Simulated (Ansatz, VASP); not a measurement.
**Two plane-wave programs on CdF2**

```xyz
3
Lattice="0.0000 2.6940 2.6940 2.6940 0.0000 2.6940 2.6940 2.6940 0.0000" Properties=species:S:1:pos:R:3 pbc="T T T"
Cd    0.0000    0.0000    0.0000
F     1.3470    1.3470    1.3470
F     4.0410    4.0410    4.0410
```

Alike in both runs: task single point; functional LDA; k mesh 6 × 6 × 6; occupations methfessel-paxton of order 1, width 0.01 eV; no spin polarisation.

```csv
,VASP,Ansatz
version,VASP 6.6.1,Ansatz 0.2.0
potentials or method,"VASP PAW LDA potentials, release 64 (Cd_sv_GW, F), cutoff 600 eV","plane waves, PAW"
valence electrons in the cell,34,34
```

Ansatz gave:

```
pressure (GPa) : -5.7
```

Q: Estimate VASP's values.

A: Pressure (GPa): -6.3.

LDA's correlation is that of Perdew and Zunger in VASP and of Perdew and Wang (1992) in Ansatz.
